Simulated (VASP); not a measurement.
Wanted: the native input for a VASP 6.6.1 run.

- Task: single point
- Functional: PBE
- Potentials or basis: VASP PAW PBE potentials, release 64 (Si, O)
- Cutoff: 520 eV
- k mesh: 6 × 6 × 4
- Occupations: gaussian, width 0.02 eV
- Spin: no spin polarisation
- Dipole correction: no
- Further INCAR settings: ALGO = Normal; EDIFF = 1e-06; NBANDS = 44

The structure of SiO2 lies in POSCAR:

```
SiO2
1.0
    4.9904969620      0.0000000000      0.0000000000
    0.0000000000      4.9904969620      0.0000000000
    0.0000000000      0.0000000000      6.9264715919
Si O
4 8
Direct
    0.3040506933      0.3040506933      0.0000000000
    0.1959493067      0.8040506933      0.2500000000
    0.6959493067      0.6959493067      0.5000000000
    0.8040506933      0.1959493067      0.7500000000
    0.2371879024      0.1139878711      0.1844135818
    0.3860121289      0.7371879024      0.4344135818
    0.7628120976      0.8860121289      0.6844135818
    0.6139878711      0.2628120976      0.9344135818
    0.7371879024      0.3860121289      0.5655864182
    0.8860121289      0.7628120976      0.3155864182
    0.2628120976      0.6139878711      0.0655864182
    0.1139878711      0.2371879024      0.8155864182
```

One way to write it, as run:

INCAR

```
SYSTEM = SiO2
ALGO = Normal
EDIFF = 1E-6
ENCUT = 520
GGA = PE
ISIF = 2
ISMEAR = 0
LASPH = .True.
LCHARG = .False.
LREAL = .False.
LWAVE = .False.
NBANDS = 44
NELM = 80
PREC = Accurate
SIGMA = 0.02
```

KPOINTS

```
k-points
0
Gamma
  6 6 4
  0 0 0
```

Potentials or basis: VASP PAW PBE potentials, release 64 (Si, O).

Launch:

```sh
$ cat potpaw_PBE.64/Si/POTCAR potpaw_PBE.64/O/POTCAR > POTCAR
$ mpirun -np 1 vasp_std > vasp.out
```

Results of the run:

```yaml
Pressure: 1.2 GPa
Largest_force: 0.027 eV/Å
Band_gap_on_the_k_mesh: 5.61 eV
```

Wall time 90 s on 1 thread of AMD EPYC 9R45 96-Core Processor (Zen 5), on a shared host, peak memory 0.32 GiB.
